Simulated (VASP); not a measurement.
A run of VASP 6.6.1:

INCAR

```
SYSTEM = InAs
PREC     = Accurate       ! precision mode
ENCUT    = 520            ! plane-wave cutoff, eV
EDIFF    = 1E-6           ! SCF threshold, eV
ISMEAR   = -1             ! smearing method
SIGMA    = 0.08           ! smearing width, eV
LREAL    = .FALSE.        ! projectors in reciprocal space
LASPH    = .TRUE.         ! aspherical terms in the spheres
NELM     = 60             ! most SCF steps
ALGO     = Normal         ! electronic algorithm
ISIF     = 2              ! what is computed and relaxed
LWAVE    = .FALSE.        ! write WAVECAR
LCHARG   = .FALSE.        ! write CHGCAR
GGA      = PS             ! functional
NBANDS   = 16             ! bands
```

The input KPOINTS:

```
regular mesh
0
G
  11 11 11
  0 0 0
```

File POSCAR:

```
InAs
1.0
    0.0000000000      3.0437501468      3.0437501468
    3.0437501468      0.0000000000      3.0437501468
    3.0437501468      3.0437501468      0.0000000000
In As
1 1
Direct
    0.0000000000      0.0000000000      0.0000000000
    0.2500000000      0.2500000000      0.2500000000
```

Potentials or basis: VASP PAW PBE potentials, release 64 (In_d, As).

The run is started by

```sh
$ cat potpaw_PBE.64/In_d/POTCAR potpaw_PBE.64/As/POTCAR > POTCAR
$ mpirun -np 1 vasp_std > vasp.out
```

Hardware: 1 thread of Intel(R) Xeon(R) 6975P-C (Granite Rapids) (shared host).

**Question.** How long does it take, and how much memory?

**Answer.** It took 13 s on 1 thread of Intel(R) Xeon(R) 6975P-C (Granite Rapids), on a shared host, peak memory 0.2 GiB. Counts: scf iterations 12, k points 56.
